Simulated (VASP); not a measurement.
Input of a VASP 6.6.1 run:

Contents of INCAR:

```
SYSTEM = Fe
PREC = Accurate
ENCUT = 520
EDIFF = 1E-7
ISMEAR = 0
SIGMA = 0.1
LREAL = .FALSE.
LASPH = .TRUE.
NELM = 150
ALGO = Normal
ISIF = 2
LWAVE = .FALSE.
LCHARG = .FALSE.
ISPIN = 2
MAGMOM = 2.97
LORBIT = 11
LMAXMIX = 4
GGA = PS
NBANDS = 14
```

KPOINTS

```
Automatic mesh
0
G
  20 20 20
  0 0 0
```

POSCAR

```
Fe
1.0
    0.0000000000      1.7030685931      1.7030685931
    1.7030685931      0.0000000000      1.7030685931
    1.7030685931      1.7030685931      0.0000000000
Fe
1
Direct
    0.0000000000      0.0000000000      0.0000000000
```

Potentials or basis: VASP PAW PBE potentials, release 64 (Fe).

Command:

```console
$ cat potpaw_PBE.64/Fe/POTCAR > POTCAR
$ mpirun -np 1 vasp_std > vasp.out
```

**Question.** What does it give for the site moments?

**Answer.** Fe +0.23 μB.

**Question.** Estimate the net moment.

**Answer.** 0.23 μB per cell.
